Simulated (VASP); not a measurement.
# TlMo4F (R3m) in VASP: notebook

Runs on TlMo4F. Level: PBE. Tasks: single point, relaxation of cell and atoms.

All numbers are computed with VASP 6.6.1; they aren't measurements. Logs are shortened: lines on timing, memory, paths and dates and some standing lists are left out, and cuts for length are marked.

### Step 1. The cell of the first run

It takes space group R3m (No. 160, trigonal). Conventional cell: a = 5.270 Å, b = 5.270 Å, c = 13.375 Å, α = 90.00°, β = 90.00°, γ = 120.00°. Within 3.6 Å of Tl (site symmetry 3m) lie 4 F at 2.72 to 3.51 Å and 12 Mo at 3.07 to 3.22 Å. Mo (site symmetry m) has 6 Mo at 2.46 to 2.81 Å and 2 F at 2.78 Å and 3 Tl at 3.07 to 3.22 Å within 3.3 Å. Mo (site symmetry 3m) has 6 Mo at 2.60 to 2.80 Å and 3 Tl at 3.07 Å and 3 F at 3.31 Å within 3.4 Å. Within 3.6 Å of F (site symmetry 3m) lie 4 Tl at 2.72 to 3.51 Å and 9 Mo at 2.78 to 3.31 Å.

The cell was generated, and may not be a known phase.

### Step 2. Single point, PBE

File INCAR:

```
PREC = Accurate ; ENCUT = 520
EDIFF = 1E-7 ; ISMEAR = 0
SIGMA = 0.1 ; LREAL = False
LASPH = True ; NELM = 80
ALGO = Normal ; ISIF = 2
LWAVE = False ; LCHARG = True
GGA = PE ; LELF = True
LVHAR = True ; NBANDS = 47
```

File KPOINTS:

```
regular mesh
0
Gamma
  6 6 6
```

File POSCAR:

```
TlMo4F
1.0
    2.6349441851      1.5212857346      4.4582796090
   -2.6349441851      1.5212857346      4.4582796090
    0.0000000000     -3.0425714691      4.4582796090
Tl Mo F
1 4 1
Direct
    0.9995236634      0.9995236634      0.9995236634
    0.1595598917      0.6272394679      0.6272394679
    0.6272394679      0.1595598917      0.6272394679
    0.6272394679      0.6272394679      0.1595598917
    0.6336841449      0.6336841449      0.6336841449
    0.2027533741      0.2027533741      0.2027533741
```

Potentials or basis: VASP PAW PBE potentials, release 64 (Tl_d, Mo_sv, F).

On the command line:

```console
> cat potpaw_PBE.64/Tl_d/POTCAR potpaw_PBE.64/Mo_sv/POTCAR potpaw_PBE.64/F/POTCAR > POTCAR
> mpirun -np 1 vasp_std > vasp.out
```

OUTCAR:

```text
PREC = Accurate
   ENCUT = 520
   EDIFF = 1E-7
   ISMEAR = 0
   LREAL = False
   LASPH = True
   NELM = 80
   ISIF = 2
   GGA = PE

 ion  position               nearest neighbor table
   1  1.000  1.000  1.000-   6 2.72   3 3.07   2 3.07   4 3.07   5 3.07   5 3.07   5 3.07   3 3.22
                             2 3.22   4 3.22   4 3.22   2 3.22   3 3.22
   2  0.160  0.627  0.627-   4 2.46   3 2.46   5 2.60   5 2.80   4 2.81   3 2.81   1 3.07   1 3.22
                             1 3.22
   3  0.627  0.160  0.627-   4 2.46   2 2.46   5 2.60   5 2.80   4 2.81   2 2.81   1 3.07   1 3.22
                             1 3.22
   4  0.627  0.627  0.160-   2 2.46   3 2.46   5 2.60   5 2.80   2 2.81   3 2.81   1 3.07   1 3.22
                             1 3.22
   5  0.634  0.634  0.634-   4 2.60   3 2.60   2 2.60   4 2.80   2 2.80   3 2.80   1 3.07   1 3.07
                             1 3.07
   6  0.203  0.203  0.203-   1 2.72

  LATTYP: Found a trigonal (rhomboedric) cell.
 ALAT       =     5.3975455734
 COS(alpha) =     0.5233712885

  Lattice vectors:

 A1 = (   2.6349441851,   1.5212857346,   4.4582796090)
 A2 = (  -2.6349441851,   1.5212857346,   4.4582796090)
 A3 = (   0.0000000000,  -3.0425714691,   4.4582796090)

Analysis of symmetry for initial positions (statically):
=====================================================================
 Subroutine PRICEL returns:
 Original cell was already a primitive cell.

 Routine SETGRP: Setting up the symmetry group for a
 trigonal (rhombohedral) supercell.

 Subroutine GETGRP returns: Found  6 space group operations
 (whereof  6 operations were pure point group operations)
 out of a pool of 12 trial point group operations.

The static configuration has the point symmetry C_3v.

Analysis of symmetry for dynamics (positions and initial velocities):
=====================================================================
 Subroutine PRICEL returns:
 Original cell was already a primitive cell.

 Routine SETGRP: Setting up the symmetry group for a
 trigonal (rhombohedral) supercell.

 Subroutine GETGRP returns: Found  6 space group operations
 (whereof  6 operations were pure point group operations)
 out of a pool of 12 trial point group operations.

The dynamic configuration has the point symmetry C_3v.

 Subroutine INISYM returns: Found  6 space group operations
 (whereof  6 operations are pure point group operations),
 and found     1 'primitive' translations

----------------------------------------------------------------------------------------

                                     Primitive cell

  volume of cell :     107.2262

  direct lattice vectors                    reciprocal lattice vectors
     2.634944185  1.521285735  4.458279609     0.189757340  0.109556451  0.074767256
    -2.634944185  1.521285735  4.458279609    -0.189757340  0.109556451  0.074767256
     0.000000000 -3.042571469  4.458279609     0.000000000 -0.219112903  0.074767256

  length of vectors
     5.397545573  5.397545573  5.397545573     0.231518048  0.231518048  0.231518048

  position of ions in fractional coordinates (direct lattice)
     0.999523663  0.999523663  0.999523663
     0.159559892  0.627239468  0.627239468
     0.627239468  0.159559892  0.627239468
     0.627239468  0.627239468  0.159559892
     0.633684145  0.633684145  0.633684145
     0.202753374  0.202753374  0.202753374

  ion indices of the primitive-cell ions
   primitive index   ion index
                 1           1
                 2           2
                 3           3
                 4           4
                 5           5
                 6           6

----------------------------------------------------------------------------------------

 KPOINTS: regular mesh

Automatic generation of k-mesh.
 Grid dimensions read from file:
 generate k-points for:    6    6    6

 Generating k-lattice:

  Cartesian coordinates                     Fractional coordinates (reciprocal lattice)
     0.031626223  0.018259409  0.012461209     0.166666667  0.000000000  0.000000000
    -0.031626223  0.018259409  0.012461209     0.000000000  0.166666667  0.000000000
     0.000000000 -0.036518817  0.012461209    -0.000000000 -0.000000000  0.166666667

  Length of vectors
     0.038586341  0.038586341  0.038586341

  Shift w.r.t. Gamma in fractional coordinates (k-lattice)
     0.000000000  0.000000000  0.000000000

 Subroutine IBZKPT returns following result:
 ===========================================

 Found     32 irreducible k-points:

 Following reciprocal coordinates:
            Coordinates               Weight
  0.000000  0.000000  0.000000      1.000000
  0.166667  0.000000  0.000000      6.000000
  0.333333  0.000000  0.000000      6.000000
  0.500000  0.000000  0.000000      3.000000
  0.166667  0.166667  0.000000      6.000000
  0.333333  0.166667  0.000000     12.000000
[... 16 lines left out ...]
  0.500000  0.500000  0.166667      6.000000
[... 42 lines left out ...]
  Fermi-wavevector in a.u.,A,eV,Ry     =   1.459640  2.758320 28.987880  2.130549
  Thomas-Fermi vector in A             =   2.576183
   LORBIT       =      0    0 simple, 1 ext, 2 COOP (PROOUT), +10 PAW based schemes
   GGA     = PE    functional components
   LHFCALC =     F    Hartree Fock is set to
   AEXX    =    0.0000 exact exchange contribution
   IVDW    =     0    specifies the selected vdW correction
   LEPSILON=     F    determine dielectric tensor
   LRPA    =     F    only Hartree local field effects (RPA)
 non-spin polarized calculation
 Gauss-broadening in eV      SIGMA  =   0.10
  energy-cutoff  :      520.00
  volume of cell :      107.23
 maximum number of plane-waves:      2926
   NGX = 21   NGY = 21   NGZ = 21

 number of electron      76.0000004 magnetization

 Free energy of the ion-electron system (eV)
  ---------------------------------------------------
  ext. energy  EPLUGINS =         0.00000000
  ---------------------------------------------------
  free energy    TOTEN  =       -44.15710874 eV

  energy without entropy =      -44.13648666  energy(sigma->0) =      -44.14679770

 E-fermi :   8.9330     XC(G=0): -11.7883

 val. band max:        8.9265855936   @ k =  -0.3333   0.5000   0.3333
 cond. band min:       8.9358093823   @ k =  -0.3333   0.3333   0.0000
 fundamental gap:      0.0092237888
 Fermi energy:         8.9329961907

 k-point     1 :       0.0000    0.0000    0.0000
  band No.  band energies     occupation
      1     -52.2829      2.00000
      2     -51.9187      2.00000
      3     -51.9187      2.00000
      4     -51.8976      2.00000
      5     -27.5268      2.00000
      6     -26.7160      2.00000
[... 39 lines left out ...]
     46      12.0747      0.00000
     47      12.0747      0.00000

 k-point     2 :       0.1667    0.0000    0.0000
  band No.  band energies     occupation
      1     -52.2705      2.00000
      2     -51.9320      2.00000
      3     -51.9188      2.00000
      4     -51.8977      2.00000
      5     -27.4566      2.00000
      6     -26.7022      2.00000
[... 39 lines left out ...]
     46      11.9670      0.00000
     47      12.1066      0.00000

 k-point     3 :       0.3333    0.0000    0.0000
  band No.  band energies     occupation
      1     -52.2420      2.00000
      2     -51.9622      2.00000
      3     -51.9189      2.00000
      4     -51.8979      2.00000
      5     -27.3038      2.00000
      6     -26.6515      2.00000
[... 39 lines left out ...]
     46      11.1982      0.00000
     47      11.6700      0.00000

 k-point     4 :       0.5000    0.0000    0.0000
  band No.  band energies     occupation
      1     -52.2252      2.00000
      2     -51.9800      2.00000
      3     -51.9190      2.00000
      4     -51.8979      2.00000
      5     -27.2220      2.00000
      6     -26.6089      2.00000
[... 939 lines left out ...]
     46      11.1384      0.00000
     47      11.2785      0.00000

 k-point    23 :       0.5000    0.5000    0.1667
  band No.  band energies     occupation
      1     -52.2204      2.00000
      2     -51.9799      2.00000
      3     -51.9191      2.00000
      4     -51.9032      2.00000
      5     -27.1678      2.00000
      6     -26.6812      2.00000
[... 39 lines left out ...]
     46      10.9838      0.00000
     47      11.1023      0.00000

 k-point    24 :      -0.3333    0.5000    0.1667
  band No.  band energies     occupation
      1     -52.2090      2.00000
      2     -51.9938      2.00000
      3     -51.9191      2.00000
      4     -51.9011      2.00000
      5     -27.0905      2.00000
      6     -26.6674      2.00000
[... 39 lines left out ...]
     46      11.1642      0.00000
     47      11.2369      0.00000

 [... further k-points ...]

------------------------ aborting loop because EDIFF is reached ----------------------------------------

  FORCE on cell =-STRESS in cart. coord.  units (eV):
  Direction    XX          YY          ZZ          XY          YZ          ZX
  --------------------------------------------------------------------------------------
  -------------------------------------------------------------------------------------
  Total        0.2029406      0.2029406      0.0866155      0.0000000      0.0000000      0.0000000
  in kB        3.0323456      3.0323456      1.2942114      0.0000000      0.0000000      0.0000000
  external PRESSURE =       2.4529675 kB  Pullay stress =       0.0000000 kB

 VOLUME and BASIS-vectors are now :
 -----------------------------------------------------------------------------
  energy-cutoff  :      520.00
  volume of cell :      107.23
      direct lattice vectors                 reciprocal lattice vectors
     2.634944185  1.521285735  4.458279609     0.189757340  0.109556451  0.074767256
    -2.634944185  1.521285735  4.458279609    -0.189757340  0.109556451  0.074767256
     0.000000000 -3.042571469  4.458279609     0.000000000 -0.219112903  0.074767256

 POSITION                                       TOTAL-FORCE (eV/Angst)
 -----------------------------------------------------------------------------------
      0.00000      0.00000     13.36847         0.000000      0.000000      0.004816
     -1.23231     -0.71147      6.30418        -0.073844     -0.042634     -0.008382
      1.23231     -0.71147      6.30418         0.073844     -0.042634     -0.008382
      0.00000      1.42295      6.30418         0.000000      0.085268     -0.008382
      0.00000      0.00000      8.47542         0.000000      0.000000      0.018310
      0.00000      0.00000      2.71179         0.000000      0.000000      0.002022
 -----------------------------------------------------------------------------------
    total drift:                               -0.000000      0.000000     -0.000621

  FREE ENERGIE OF THE ION-ELECTRON SYSTEM (eV)
  ---------------------------------------------------
  free  energy   TOTEN  =       -44.1571087376 eV

  energy  without entropy=      -44.1364866597  energy(sigma->0) =      -44.14679770
```

Run time: 2.2 min. Hardware: 1 thread of Intel Xeon Platinum 8488C (Sapphire Rapids), shared host; peak memory 0.31 GiB.

What came out:

```
Free energy            : -44.1571 eV
Pressure               : 0.2 GPa
Largest force          : 0.086 eV/Å
Band gap on the k mesh : zero (bands 38 and 39 overlap by 2.18 eV)
```

Forces in eV/Å, atoms in the order of the input:
```
Tl   0.000  0.000  0.005
Mo  -0.074 -0.043 -0.008
Mo   0.074 -0.043 -0.008
Mo   0.000  0.085 -0.008
Mo   0.000  0.000  0.018
F    0.000  0.000  0.002
```

Stress tensor (GPa, compression positive):
```
0.30 0.00 0.00
0.00 0.30 0.00
0.00 0.00 0.13
```

Levels at points of the mesh, in eV from the Fermi level:
| k point | band 34 | band 35 | band 36 | band 37 | band 38 | band 39 | band 40 | band 41 | band 42 | band 43 |
| --- | --- | --- | --- | --- | --- | --- | --- | --- | --- | --- |
| (0.00, 0.00, 0.00) | -2.72 | -1.73 | 1.10 | 1.41 | 1.41 | 1.61 | 1.66 | 1.80 | 1.80 | 1.92 |
| (0.50, 0.00, 0.00) | -1.30 | -1.23 | -1.12 | -0.89 | -0.58 | -0.26 | 0.40 | 0.73 | 1.33 | 1.51 |
| (0.50, 0.50, 0.00) | -1.52 | -1.35 | -1.28 | -0.91 | -0.51 | -0.38 | 0.03 | 0.27 | 0.57 | 0.69 |
| (0.50, 0.50, 0.50) | -1.36 | -1.00 | -1.00 | -0.86 | -0.76 | -0.76 | 0.11 | 0.11 | 1.53 | 1.79 |

Caveat: spin-orbit coupling is left out, which moves the levels of the heavy elements.

### Step 3. Single point, PBE, collinear spin

This run uses another cell than the first one, of 17.92 Å³/atom.

File INCAR:

```
PREC     = Accurate       # precision mode
ENCUT    = 520            # plane-wave cutoff, eV
EDIFF    = 1E-6           # SCF threshold, eV
ISMEAR   = 0              # smearing method
SIGMA    = 0.1            # smearing width, eV
LREAL    = False          # projectors in reciprocal space
LASPH    = True           # aspherical terms in the spheres
NELM     = 150            # most SCF steps
ALGO     = Normal         # electronic algorithm
ISIF     = 2              # what is computed and relaxed
LWAVE    = False          # write WAVECAR
LCHARG   = True           # write CHGCAR
ISPIN    = 2              # spin polarisation
MAGMOM   = 0 1 1 1 -1 0   # initial moments
LORBIT   = 11             # projections on sites
LMAXMIX  = 4              # l up to which the mixer works
GGA      = PE             # functional
LELF     = True           # ELF
LVHAR    = True         
NBANDS   = 51             # bands
```

File KPOINTS:

```
regular mesh
0
Gamma
  4 4 4
```

File POSCAR:

```
TlMo4F
1.0
    0.0878961016      3.8183923506      3.8183923506
    3.8183923506      0.0878961016      3.8183923506
    3.8183923506      3.8183923506      0.0878961016
Tl Mo F
1 4 1
Direct
    0.0012682699      0.0012682699      0.0012682699
    0.3720925676      0.3720925676      0.8390799165
    0.3720925676      0.8390799165      0.3720925676
    0.8390799165      0.3720925676      0.3720925676
    0.3655804415      0.3655804415      0.3655804415
    0.7998862270      0.7998862270      0.7998862270
```

Potentials or basis: VASP PAW PBE potentials, release 64 (Tl_d, Mo_sv, F).

On the command line:

```console
> cat potpaw_PBE.64/Tl_d/POTCAR potpaw_PBE.64/Mo_sv/POTCAR potpaw_PBE.64/F/POTCAR > POTCAR
> mpirun -np 1 vasp_std > vasp.out
```

Wall time 2.1 min (1 thread of Intel Xeon Platinum 8488C (Sapphire Rapids), shared host); peak memory 0.34 GiB.

Results (log left out):

- Free energy: -44.1879 eV
- Pressure: 0.4 GPa
- Largest force: 0.109 eV/Å
- Band gap on the k mesh: zero (filled and empty bands overlap)
- Net moment: 0.00 μB per cell
- Valence electrons inside the program's atomic spheres: Tl 11.30; Mo 12.57, 12.48 (each value once); F 5.99

Forces on the atoms (eV/Å):
```
Tl  -0.003 -0.003 -0.003
Mo   0.055  0.055 -0.076
Mo   0.055 -0.076  0.055
Mo  -0.076  0.055  0.055
Mo  -0.027 -0.027 -0.027
F   -0.005 -0.005 -0.005
```

Levels at points of the mesh, in eV from the Fermi level:
Spin up:
```tsv
k point	band 34	band 35	band 36	band 37	band 38	band 39	band 40	band 41	band 42	band 43
(0.00, 0.00, 0.00)	-2.62	-1.64	1.16	1.50	1.50	1.70	1.74	1.87	1.87	1.98
(0.50, 0.00, 0.00)	-1.24	-1.14	-1.04	-0.81	-0.49	-0.16	0.53	0.81	1.42	1.59
(0.50, 0.50, 0.00)	-1.43	-1.27	-1.21	-0.85	-0.42	-0.29	0.12	0.36	0.67	0.80
(0.50, 0.50, 0.50)	-1.27	-0.95	-0.95	-0.77	-0.67	-0.67	0.20	0.20	1.61	1.86
```
Spin down:
```tsv
k point	band 35	band 36	band 37	band 38	band 39	band 40	band 41	band 42
(0.00, 0.00, 0.00)	-1.64	1.16	1.50	1.50	1.70	1.74	1.87	1.87
(0.50, 0.00, 0.00)	-1.14	-1.04	-0.81	-0.49	-0.16	0.53	0.81	1.42
(0.50, 0.50, 0.00)	-1.27	-1.21	-0.85	-0.42	-0.29	0.12	0.36	0.67
(0.50, 0.50, 0.50)	-0.95	-0.95	-0.77	-0.67	-0.67	0.20	0.20	1.61
```

Caveat: the k points lie up to 0.36 Å⁻¹ apart, too coarse for converged energies and pressures of a metal; spin-orbit coupling is left out, which moves the levels of the heavy elements.

### Step 4. Relaxation of cell and atoms, PBE

This run uses another cell than the first one, of 17.92 Å³/atom.

File INCAR:

```
ALGO = Normal
EDIFF = 1E-6
EDIFFG = -0.04
ENCUT = 600
GGA = PE
IBRION = 2
ISIF = 3
ISMEAR = 0
LASPH = True
LCHARG = False
LREAL = False
LWAVE = False
NELM = 60
NSW = 90
PREC = Accurate
SIGMA = 0.1
```

File KPOINTS:

```
k-points
0
Gamma
  6 6 6
```

File POSCAR:

```
TlMo4F
1.0
    2.6378591949      1.5229687163      4.4598465409
   -2.6378591949      1.5229687163      4.4598465409
    0.0000000000     -3.0459374325      4.4598465409
Tl Mo F
1 4 1
Direct
    0.9987317301      0.9987317301      0.9987317301
    0.1609200835      0.6279074324      0.6279074324
    0.6279074324      0.1609200835      0.6279074324
    0.6279074324      0.6279074324      0.1609200835
    0.6344195585      0.6344195585      0.6344195585
    0.2001137730      0.2001137730      0.2001137730
```

On the command line:

```console
> cat potpaw_PBE.64/Tl_d/POTCAR potpaw_PBE.64/Mo_sv/POTCAR potpaw_PBE.64/F/POTCAR > POTCAR
> mpirun -np 1 vasp_std > vasp.out
```

Wall time 12 min (1 thread of Intel Xeon Platinum 8488C (Sapphire Rapids), shared host); peak memory 0.42 GiB.

The run converged. Its results:

```
Free energy                           : -44.1583 eV
Relaxed volume                        : 17.88 Å³/atom
Relaxed cell                          : a = 5.397 Å, b = 5.397 Å, c = 5.397 Å, α = 58.47°, β = 58.47°, γ = 58.47°
Space group after relaxing (to 0.1 Å) : R3m (No. 160)
Energy gained by relaxing             : 0.5 meV/atom
Ionic steps                           : 7
Pressure after relaxing               : 0.0 GPa
Largest force after relaxing          : 0.038 eV/Å
Band gap on the k mesh                : zero (bands 38 and 39 overlap by 2.17 eV)
```

Forces in eV/Å, atoms in the order of the input:
```
Tl   0.000  0.000 -0.014
Mo  -0.012 -0.007  0.002
Mo   0.012 -0.007  0.002
Mo   0.000  0.014  0.002
Mo   0.000  0.000 -0.030
F    0.000  0.000  0.038
```

Step by step:
| step | energy change (eV) | largest force (eV/Å) | pressure (GPa) | volume (Å³) |
| --- | --- | --- | --- | --- |
| 1 | 0.0000 | 0.1365 | 0.15 | 107.50 |
| 2 | -0.0015 | 0.0484 | -0.50 | 107.77 |
| 3 | -0.0016 | 0.0547 | -0.37 | 107.71 |
| 4 | -0.0022 | 0.0547 | 0.16 | 107.21 |
| 5 | -0.0023 | 0.0546 | 0.05 | 107.31 |
| 6 | -0.0026 | 0.0501 | 0.05 | 107.31 |
| 7 | -0.0032 | 0.0377 | 0.04 | 107.29 |

Final structure:
```
Tl Mo F
1.0
     2.63606    1.52193    4.45732
    -2.63606    1.52193    4.45732
     0.00000   -3.04387    4.45732
Tl Mo F
1 4 1
Cartesian
  0.0000 0.0000 13.3654
  -1.2349 -0.7130 6.3052
  1.2349 -0.7130 6.3052
  0.0000 1.4260 6.3052
  0.0000 0.0000 8.4833
  0.0000 0.0000 2.6947
```

Levels at points of the mesh, in eV from the Fermi level:
```tsv
k point	band 36	band 37	band 38	band 39	band 40	band 41
(0.00, 0.00, 0.00)	1.11	1.41	1.41	1.63	1.65	1.80
(0.50, 0.00, 0.00)	-1.12	-0.89	-0.56	-0.27	0.40	0.71
(0.50, 0.50, 0.00)	-1.28	-0.90	-0.50	-0.39	0.02	0.27
(0.50, 0.50, 0.50)	-0.99	-0.86	-0.76	-0.76	0.10	0.10
```

Caveat: spin-orbit coupling is left out, which moves the levels of the heavy elements.

### Step 5. The runs side by side

| task | spin | cell | k mesh | cutoff (eV) | gap on the mesh (eV) | pressure (GPa) | largest force (eV/Å) |
| --- | --- | --- | --- | --- | --- | --- | --- |
| single point | off | a = 5.398 Å, angles 58.4°, 6 atoms, atomic positions A | 6 × 6 × 6 | 520 | none | 0.2 | 0.09 |
| single point | collinear | a = 5.401 Å, angles 58.5°, 6 atoms, atomic positions B | 4 × 4 × 4 | 520 | none | 0.4 | 0.11 |
| relaxation of cell and atoms | off | relaxed from a = 5.401 Å, angles 58.5°, 6 atoms, atomic positions B | 6 × 6 × 6 | 600 | none | 0.0 | 0.04 |

Alike in all rows: level PBE; potentials or basis VASP PAW PBE potentials, release 64 (Tl_d, Mo_sv, F); smearing gaussian 0.1 eV.

Caveats: some runs use coarse meshes; spin-orbit coupling is left out, which moves the levels of the heavy elements.

Total energies depend on the potentials used, so only differences within one code and one set of settings carry meaning.

The gap in the log of VASP goes by the Fermi energy; the results here count the filled bands.